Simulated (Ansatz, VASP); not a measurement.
One calculation of Eu, two programs

Contents of INCAR:

```
SYSTEM = Eu
PREC = Accurate
ENCUT = 600
EDIFF = 1E-7
ISMEAR = -1
SIGMA = 0.05
LREAL = .False.
LASPH = .True.
NELM = 150
ALGO = Normal
ISIF = 3
LWAVE = .False.
LCHARG = .False.
ISPIN = 2
MAGMOM = 7
LORBIT = 11
LMAXMIX = 6
GGA = PS
IBRION = 2
NSW = 80
EDIFFG = -0.01
```

Contents of KPOINTS:

```
regular mesh
0
Gamma
  10 10 10
  0 0 0
```

POSCAR

```
Eu
1.0
   -2.2755000000      2.2755000000      2.2755000000
    2.2755000000     -2.2755000000      2.2755000000
    2.2755000000      2.2755000000     -2.2755000000
Eu
1
Direct
    0.0000000000      0.0000000000      0.0000000000
```

Input for Ansatz:

```yaml
crystal:
  lattice:
    - [-2.2755, 2.2755, 2.2755]
    - [2.2755, -2.2755, 2.2755]
    - [2.2755, 2.2755, -2.2755]
  atoms:
    - { symbol: Eu, position: [0.0, 0.0, 0.0], spin: 7.0 }
hamiltonian:
  xc: pbesol
  pseudopotentials:
    kind: paw
    azcp:
      Eu: "pseudopotentials/Eu.paw.azcp"
basis:
  ecutwfc: 420
  fft_grid_basis: typed
kpoints:
  mp_grid: { grid: [10, 10, 10], shift: [0, 0, 0] }
magnetization:
  spin_polarized: true
scf:
  occupations: { method: fermi_dirac, width: 0.05 }
relax:
  max_steps: 60
  f_tol: 0.01
  cell: {}
```

Alike in both runs: task relaxation of cell and atoms; functional PBEsol; k mesh 10 × 10 × 10; occupations fermi-dirac, width 0.05 eV; collinear spin.

|  | VASP | Ansatz |
| --- | --- | --- |
| version | VASP 6.6.1 | Ansatz 0.2.0 |
| potentials or method | VASP PAW PBE potentials, release 64 (Eu), cutoff 600 eV | plane waves (420 eV) with PAW, scalar-relativistic |
| valence electrons in the cell | 17 | 17 |

|  | VASP | Ansatz | Ansatz less VASP |
| --- | --- | --- | --- |
| net moment per atom (μB) | 7.24 | 7.25 | +0.012 |
| size of the moment on the site where the two differ most (μB) | 6.66 | 6.99 | +0.326 |
| relaxed volume (Å³/atom) | 37.39 | 38.03 | +0.643 |
| relaxed cell length with the largest relative difference (Å) | 3.649 | 3.669 | +0.0208 |

VASP's potentials were made for PBE, not for PBEsol, and Ansatz warns of the same on its side. Site moments also hang on the region over which each program counts them.

Spin-orbit coupling is off throughout. Noted on VASP's run: the volume moved by over 15 % at a fixed basis, so the end points are rough.
